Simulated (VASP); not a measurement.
# Ir (P6_3/mmc) in VASP: a series of runs

Ir is run at these levels: PBEsol; tasks: vibrations by perturbation theory, elastic constants.

Everything below comes from runs of VASP 6.6.1. Logs are shortened: lines on timing, memory, paths and dates and some standing lists are left out, and cuts for length are marked.

## 1. The cell of the first run

The structure is hexagonal, space group P6_3/mmc (No. 194). Conventional cell: a = 2.740 Å, b = 2.740 Å, c = 4.438 Å, α = 90.00°, β = 90.00°, γ = 120.00°. Ir (site symmetry -6m2) has 12 Ir at 2.72 to 2.74 Å within 3.6 Å.

This isn't the form of Ir at room conditions, which is fcc.

## 2. Vibrations by perturbation theory, PBEsol (14.42 Å³/atom)

Contents of INCAR:

```
  PREC = Accurate
  ENCUT = 500
  EDIFF = 1E-8
  ISMEAR = -1
  SIGMA = 0.15
  LREAL = False
  LASPH = True
  NELM = 120
  ALGO = Normal
  ISIF = 2
  LWAVE = False
  LCHARG = True
  GGA = PS
  NBANDS = 16
  IBRION = 8
  NSW = 1
  GGA_COMPAT = False
```

Contents of KPOINTS:

```
Automatic mesh
0
Gamma
  18 18 10
```

Contents of POSCAR:

```
Ir
1.0
    2.7398698458      0.0000000000      0.0000000000
   -1.3699349229      2.3727968895      0.0000000000
    0.0000000000      0.0000000000      4.4375127059
Ir
2
Direct
    0.6666666667      0.3333333333      0.7500000000
    0.3333333333      0.6666666667      0.2500000000
```

Potentials or basis: VASP PAW PBE potentials, release 64 (Ir).

Command:

```sh
$ cat potpaw_PBE.64/Ir/POTCAR > POTCAR
$ mpirun -np 1 vasp_std > vasp.out
```

OUTCAR:

```text
PREC = Accurate
   ENCUT = 500
   EDIFF = 1E-8
   ISMEAR = -1
   LREAL = False
   LASPH = True
   NELM = 120
   ISIF = 2
   GGA = PS
   IBRION = 8
   NSW = 1

 ion  position               nearest neighbor table
   1  0.667  0.333  0.750-   2 2.72   2 2.72   2 2.72   2 2.72   2 2.72   2 2.72
   2  0.333  0.667  0.250-   1 2.72   1 2.72   1 2.72   1 2.72   1 2.72   1 2.72

  LATTYP: Found a hexagonal cell.
 ALAT       =     2.7398698458
 C/A-ratio  =     1.6196071185

  Lattice vectors:

 A1 = (   2.7398698458,   0.0000000000,   0.0000000000)
 A2 = (  -1.3699349229,   2.3727968895,   0.0000000000)
 A3 = (   0.0000000000,   0.0000000000,   4.4375127059)

Analysis of symmetry for initial positions (statically):
=====================================================================
 Subroutine PRICEL returns:
 Original cell was already a primitive cell.

 Routine SETGRP: Setting up the symmetry group for a
 hexagonal supercell.

 Subroutine GETGRP returns: Found 24 space group operations
 (whereof 12 operations were pure point group operations)
 out of a pool of 24 trial point group operations.

The static configuration has the point symmetry D_3d.
 The point group associated with its full space group is D_6h.

Analysis of symmetry for dynamics (positions and initial velocities):
=====================================================================
 Subroutine PRICEL returns:
 Original cell was already a primitive cell.

 Routine SETGRP: Setting up the symmetry group for a
 hexagonal supercell.

 Subroutine GETGRP returns: Found 24 space group operations
 (whereof 12 operations were pure point group operations)
 out of a pool of 24 trial point group operations.

The dynamic configuration has the point symmetry D_3d.
 The point group associated with its full space group is D_6h.

 Subroutine INISYM returns: Found 24 space group operations
 (whereof 12 operations are pure point group operations),
 and found     1 'primitive' translations

[... 623 lines left out ...]
      direct lattice vectors                 reciprocal lattice vectors
     2.739869846  0.000000000  0.000000000     0.364980841  0.210721787  0.000000000
    -1.369934923  2.372796890  0.000000000     0.000000000  0.421443573  0.000000000
     0.000000000  0.000000000  4.437512706     0.000000000  0.000000000  0.225351467

 POSITION                                       TOTAL-FORCE (eV/Angst)
 -----------------------------------------------------------------------------------
      1.36993      0.79093      3.32813         0.000000     -0.000000      0.000000
     -0.00000      1.58186      1.10938        -0.000000      0.000000      0.000000
 -----------------------------------------------------------------------------------
    total drift:                                0.000000     -0.000000     -0.000000

  FREE ENERGIE OF THE ION-ELECTRON SYSTEM (eV)
  ---------------------------------------------------
  free  energy   TOTEN  =       -19.5615874083 eV

  energy  without entropy=      -19.3827074385  energy(sigma->0) =      -19.47214742

[... ionic steps 2 to 3 ...]

--------------------------------------- Ionic step        4  -------------------------------------------

------------------------ aborting loop because EDIFF is reached ----------------------------------------

[... ionic steps 5 to 5 ...]

--------------------------------------- Ionic step        6  -------------------------------------------

 Free energy of the ion-electron system (eV)
  ---------------------------------------------------
  ---------------------------------------------------
  free energy    TOTEN  =        -0.21318227 eV

  energy without entropy =       -0.21318227

------------------------ aborting loop because EDIFF is reached ----------------------------------------

 INTERNAL STRAIN TENSOR  FOR ION    1  DIRECTION 3   (eV/Angst):
 -----------------------------------------------------------------------------
     0.06155  0.00000  0.00000
     0.00000  0.06155 -0.00000
     0.00000  0.00000 -0.11352

 INTERNAL STRAIN TENSOR FOR ION    2 for displacements in x,y,z  (eV/Angst):
          X           Y           Z          XY          YZ          ZX
  --------------------------------------------------------------------------------
  x    -0.00000     0.00000     0.00000    -1.21177     0.00000     0.00000
  y    -1.21177     1.21177     0.00000     0.00000     0.00000     0.00000
  z     0.00000     0.00000     0.00000     0.00000     0.00000     0.00000

 SECOND DERIVATIVES (NOT SYMMETRIZED)
 ------------------------------------
               1X          1Y          1Z          2X          2Y          2Z
  1X    -4.869023    0.000000    0.000000    4.869023    0.000000    0.000000
  1Y     0.000000   -4.869023    0.000000    0.000000    4.869023    0.000000
  1Z     0.000000    0.000000  -12.969724    0.000000    0.000000   12.969724
  2X     4.869023    0.000000    0.000000   -4.869023    0.000000    0.000000
  2Y     0.000000    4.869023    0.000000    0.000000   -4.869023    0.000000
  2Z     0.000000    0.000000   12.969724    0.000000    0.000000  -12.969724

 Eigenvectors and eigenvalues of the dynamical matrix
 ----------------------------------------------------

   1 f  =    5.742907 THz    36.083750 2PiTHz  191.562766 cm-1    23.750745 meV
             X         Y         Z           dx          dy          dz
      1.369935  0.790932  3.328135     0.000000    0.000000   -0.707107
     -0.000000  1.581865  1.109378     0.000000    0.000000    0.707107
[... 16 lines left out ...]
   5 f  =    0.000000 THz     0.000000 2PiTHz    0.000000 cm-1     0.000000 meV
             X         Y         Z           dx          dy          dz
      1.369935  0.790932  3.328135     0.000000    0.000000    0.707107
     -0.000000  1.581865  1.109378     0.000000    0.000000    0.707107

   6 f/i=    0.000000 THz     0.000000 2PiTHz    0.000001 cm-1     0.000000 meV
             X         Y         Z           dx          dy          dz
      1.369935  0.790932  3.328135     0.000000    0.707107    0.000000
     -0.000000  1.581865  1.109378     0.000000    0.707107    0.000000

--------------------------------------------------------------------------------------------------------

 ELASTIC MODULI CONTR FROM IONIC RELAXATION (kBar)
 Direction    XX          YY          ZZ          XY          YZ          ZX
 --------------------------------------------------------------------------------
 XX         -16.7485     16.7485      0.0000     -0.0000     -0.0000     -0.0000
 YY          16.7485    -16.7485     -0.0000      0.0000     -0.0000     -0.0000
 ZZ           0.0000     -0.0000     -0.0000      0.0000      0.0000      0.0000
 XY          -0.0000      0.0000      0.0000    -16.7485      0.0000      0.0000
 YZ          -0.0000     -0.0000      0.0000      0.0000     -0.0000     -0.0000
 ZX          -0.0000     -0.0000      0.0000      0.0000     -0.0000     -0.0000
 --------------------------------------------------------------------------------
```

OSZICAR:

```text
N       E                     dE             d eps       ncg     rms          rms(c)
DAV:   1     0.137675056386E+03    0.13768E+03   -0.82473E+03  7112   0.109E+03
DAV:   2    -0.171393241634E+02   -0.15481E+03   -0.13941E+03  7112   0.304E+02
[... 45 lines left out ...]
RMM:   9    -0.213182622398E+00   -0.10470E-05   -0.68407E-08 18274   0.737E-04    0.126E-04
RMM:  10    -0.213182582221E+00    0.40177E-07   -0.17424E-07 18010   0.286E-04    0.558E-05
RMM:  11    -0.213182383916E+00    0.19830E-06   -0.28869E-07 17647   0.142E-04    0.925E-06
RMM:  12    -0.213182280095E+00    0.10382E-06    0.40634E-08 18922   0.485E-05    0.233E-06
RMM:  13    -0.213182268189E+00    0.11906E-07   -0.16260E-08 18391   0.246E-05    0.814E-07
RMM:  14    -0.213182272219E+00   -0.40303E-08   -0.48814E-08 13723   0.204E-05    0.591E-07
 Linear response finished
```

stdout:

```text
POSCAR found type information on POSCAR Ir
 POSCAR found :  1 types and       2 ions
 scaLAPACK will be used
 -----------------------------------------------------------------------------
|                                                                             |
|                                                                             |
|     You enforced a specific xc type in the INCAR file but a different       |
|     I HOPE YOU KNOW WHAT YOU ARE DOING!                                     |
|                                                                             |
 -----------------------------------------------------------------------------

 LDA part: xc-table for (Slater+PW92), standard interpolation
 POSCAR, INCAR and KPOINTS ok, starting setup
 FFT: planning ... GRIDC
 FFT: planning ... GRID_SOFT
 FFT: planning ... GRID
 WAVECAR not read
 entering main loop
 Linear response reoptimize wavefunctions to high precision
 Linear response DOF=           2
 Linear response progress:
 first order change of Fermi-energy  -0.11588E-04
 force on displaced ion       1 direction 1 :  -4.869   0.001   0.000
 Linear response progress:
 first order change of Fermi-energy   0.21426E-03
 force on displaced ion       1 direction 3 :  -0.000   0.000 -12.970
 Linear response finished
```

Wall time 5.1 min (1 thread of Intel Xeon 6975P-C (Granite Rapids), shared host); peak memory 0.84 GiB.

Results:

```yaml
Highest_phonon_frequency_at_Γ: 192 cm⁻¹
```

Phonon frequencies in cm⁻¹ (negative: imaginary):
```csv
q point,frequencies
"(0.000, 0.000, 0.000)",0 0 0 117 117 192
```

Caveat: the cell stands under pressure or tension, which shifts response properties; the PAW data sets were made with another functional, which shifts forces and pressure a little; spin-orbit coupling is left out, which moves the levels of the heavy elements.

## 3. Elastic constants, PBEsol

This run uses another cell than the first one, of 13.64 Å³/atom.

Contents of INCAR:

```
SYSTEM = Ir
PREC = Accurate ; ENCUT = 500
EDIFF = 1E-8 ; ISMEAR = -1
SIGMA = 0.15 ; LREAL = .False.
LASPH = .True. ; NELM = 120
ALGO = Normal ; ISIF = 3
LWAVE = .False. ; LCHARG = .False.
GGA = PS ; NBANDS = 16
IBRION = 6 ; NFREE = 2
POTIM = 0.015 ; NSW = 1
GGA_COMPAT = .False.
```

Contents of KPOINTS:

```
Automatic mesh
0
Gamma
  18 18 10
  0 0 0
```

Contents of POSCAR:

```
Ir
1.0
    2.6878620592      0.0000000000      0.0000000000
   -1.3439310296      2.3277568251      0.0000000000
    0.0000000000      0.0000000000      4.3596411672
Ir
2
Direct
    0.6666666667      0.3333333333      0.7500000000
    0.3333333333      0.6666666667      0.2500000000
```

Potentials or basis: VASP PAW PBE potentials, release 64 (Ir).

Command:

```sh
$ cat potpaw_PBE.64/Ir/POTCAR > POTCAR
$ mpirun -np 1 vasp_std > vasp.out
```

It took 18 min on 1 thread of Intel Xeon 6975P-C (Granite Rapids), shared host; peak memory 0.7 GiB.

It converged, with:

```yaml
Voigt_bulk_modulus: 447 GPa
Highest_phonon_frequency_at_Γ: 225 cm⁻¹
```

Phonon frequencies in cm⁻¹ (negative: imaginary):
```tsv
q point	frequencies
(0.000, 0.000, 0.000)	0 0 0 130 130 225
```

Elastic tensor in Voigt notation (GPa, in the Cartesian axes of the cell as first typed):
```
762 269 300   0   0   0
269 762 300   0   0   0
300 300 762   0   0   0
  0   0   0 120   0   0
  0   0   0   0 120   0
  0   0   0   0   0 246
```

Clamped-ion elastic tensor (GPa):
```
767 264 300   0   0   0
264 767 300   0   0   0
300 300 762   0   0   0
  0   0   0 120   0   0
  0   0   0   0 120   0
  0   0   0   0   0 251
```

Caveat: the cell is under stress, which shifts elastic constants; the PAW data sets were made with another functional, which shifts forces and pressure a little; spin-orbit coupling is left out, which moves the levels of the heavy elements.

(Continued in part 2 of 2.)
